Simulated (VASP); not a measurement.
Input of a VASP 6.6.1 run:

Contents of INCAR:

```
PREC     = Accurate       # precision mode
ENCUT    = 520            # plane-wave cutoff, eV
EDIFF    = 1E-6           # SCF threshold, eV
ISMEAR   = 0              # smearing method
SIGMA    = 0.1            # smearing width, eV
LREAL    = Auto         
LASPH    = True           # aspherical terms in the spheres
NELM     = 100            # most SCF steps
ALGO     = Normal         # electronic algorithm
ISIF     = 2              # what is computed and relaxed
LWAVE    = False          # write WAVECAR
LCHARG   = True           # write CHGCAR
LDIPOL   = True         
IDIPOL   = 3            
DIPOL    = 0.5 0.5 0.321
LELF     = True           # ELF
LVHAR    = True         
LVACPOTAV= True         
NBANDS   = 46             # bands
```

The input KPOINTS:

```
regular mesh
0
Gamma
  6 4 1
```

POSCAR

```
Be24Cl
1.0
    4.4524297778      0.0000000000      0.0000000000
    0.0000000000      7.0331519559      0.0000000000
    0.0000000000      0.0000000000     19.7998741415
Be Cl
24 1
Direct
    0.0000000000      0.3750000000      0.2020214862
    0.0000000000      0.8750000000      0.2020214862
    0.5000000000      0.3750000000      0.2020214862
    0.5000000000      0.8750000000      0.2020214862
    0.2500000000      0.1250000000      0.2344789088
    0.2500000000      0.6250000000      0.2344789088
    0.7500000000      0.1250000000      0.2344789088
    0.7500000000      0.6250000000      0.2344789088
    0.2500000000      0.3750000000      0.2993937541
    0.2500000000      0.8750000000      0.2993937541
    0.7500000000      0.3750000000      0.2993937541
    0.7500000000      0.8750000000      0.2993937541
    0.0000000000      0.1250000000      0.3261495625
    0.0000000000      0.6250000000      0.3261495625
    0.5000000000      0.1250000000      0.3261495625
    0.5000000000      0.6250000000      0.3261495625
    0.0000000000      0.3750000000      0.3969669015
    0.0000000000      0.8750000000      0.3969669015
    0.5000000000      0.3750000000      0.3969669015
    0.5000000000      0.8750000000      0.3969669015
    0.2500000000      0.1250000000      0.4191882273
    0.2500000000      0.6250000000      0.4191882273
    0.7500000000      0.1250000000      0.4191882273
    0.7500000000      0.6250000000      0.4191882273
    0.3333333333      0.1250000000      0.5156600663
```

Potentials or basis: VASP PAW LDA potentials, release 64 (Be, Cl).

Run with:

```console
$ cat potpaw_LDA.64/Be/POTCAR potpaw_LDA.64/Cl/POTCAR > POTCAR
$ mpirun -np 1 vasp_std > vasp.out
```

Estimate the band gap on the k mesh.

zero (an odd number of electrons rules out a gap without spin polarisation).

Predict the largest force.

0.792 eV/Å.

Forces in eV/Å, atoms in the order of the input:
```
Be   0.003 -0.012  0.563
Be   0.003  0.012  0.563
Be  -0.001  0.104  0.588
Be  -0.001 -0.104  0.588
Be  -0.029  0.000 -0.582
Be   0.013  0.000 -0.741
Be   0.027  0.000 -0.566
Be  -0.019  0.000 -0.792
Be  -0.034  0.071  0.052
Be  -0.034 -0.071  0.052
Be   0.030  0.101 -0.061
Be   0.030 -0.101 -0.061
Be   0.094  0.000  0.278
Be  -0.083  0.000  0.020
Be  -0.031  0.000  0.409
Be   0.064  0.000 -0.094
Be  -0.165  0.308 -0.333
Be  -0.165 -0.308 -0.333
Be   0.106  0.395 -0.325
Be   0.106 -0.395 -0.325
Be  -0.032  0.000  0.654
Be   0.001  0.000 -0.030
Be  -0.310  0.000  0.360
Be   0.010  0.000  0.111
Cl   0.414  0.000  0.003
```
